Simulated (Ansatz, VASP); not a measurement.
**AlN in VASP and in Ansatz**

```
Al N
1.0
     3.33057    0.00000    0.00000
    -1.66528    2.88435    0.00000
     0.00000    0.00000    4.16917
Al N
2 2
Cartesian
  0.0000 1.9229 3.2181
  1.6653 0.9615 1.1335
  0.0000 1.9229 0.8666
  1.6653 0.9615 2.9512
```

Change from the starting cell: mode 4 frozen in at -0.173 Å, equal normal strain along x, y and z +0.0167.

Alike in both runs: task single point; functional LDA; k mesh 9 × 9 × 6; occupations gaussian, width 0.05 eV; no spin polarisation.

```csv
,VASP,Ansatz
version,VASP 6.6.1,Ansatz 0.2.0
potentials or method,"VASP PAW LDA potentials, release 64 (Al, N), cutoff 520 eV","scalar-relativistic, plane waves, PAW"
valence electrons in the cell,16,16
```

VASP gave:

| Property | Result |
| --- | --- |
| gap on the k mesh at the Fermi level (eV) | 3.55 |
| least direct gap on the mesh (eV) | 3.55 |
| pressure (GPa) | -2.6 |
| traceless stress, the component that is largest in VASP (GPa) | 22.56 |
| rms of the force components (eV/Å) | 0.839 |

Task: Which values does Ansatz return?

Result: gap on the k mesh at the Fermi level (eV): 3.54; least direct gap on the mesh (eV): 3.54; pressure (GPa): -3.2; traceless stress, the component that is largest in VASP (GPa): 22.25; rms of the force components (eV/Å): 0.811.

Ansatz warns that its potentials were made for another functional, while VASP's fit it. LDA's correlation is that of Perdew and Zunger in VASP and of Perdew and Wang (1992) in Ansatz. Atom by atom the forces differ by 0.028 eV/Å (rms over components).
